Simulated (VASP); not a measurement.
A run of VASP 6.6.1 is set up as follows.

POSCAR

```
Cu
1.0
    0.0000000000      1.8075000000      1.8075000000
    1.8075000000      0.0000000000      1.8075000000
    1.8075000000      1.8075000000      0.0000000000
Cu
1
Direct
    0.0000000000      0.0000000000      0.0000000000
```

INCAR.step1

```
SYSTEM = Cu
PREC = Accurate ; ENCUT = 520
ISMEAR = 1 ; SIGMA = 0.1
LREAL = .FALSE. ; LASPH = .TRUE.
NELM = 80 ; NBANDS = 12
GGA = PE ; ALGO = Normal
EDIFF = 1E-4 ; LWAVE = .TRUE.
LCHARG = .FALSE.
```

File INCAR.step2:

```
SYSTEM = Cu
PREC = Accurate ; ENCUT = 520
EDIFF = 1E-6 ; ISMEAR = 1
SIGMA = 0.1 ; LREAL = .FALSE.
LASPH = .TRUE. ; NELM = 80
ALGO = Normal ; ISIF = 2
LWAVE = .FALSE. ; LCHARG = .FALSE.
METAGGA = R2SCAN ; LMIXTAU = .TRUE.
NBANDS = 12 ; ISTART = 1
```

The input KPOINTS:

```
Automatic mesh
0
G
  7 7 7
  0 0 0
```

Potentials or basis: VASP PAW PBE potentials, release 64 (Cu).

The run is started by

```sh
$ cat potpaw_PBE.64/Cu/POTCAR > POTCAR
$ cp INCAR.step1 INCAR
$ mpirun -np 1 vasp_std > vasp.out
$ cp INCAR.step2 INCAR
$ mpirun -np 1 vasp_std > vasp.out
```

(1) What does it give for the pressure?

Results:

(1) -4.4 GPa.

Caveat: the k points lie up to 0.43 Å⁻¹ apart; the PAW data sets were made with another functional, which shifts forces and pressure a little.
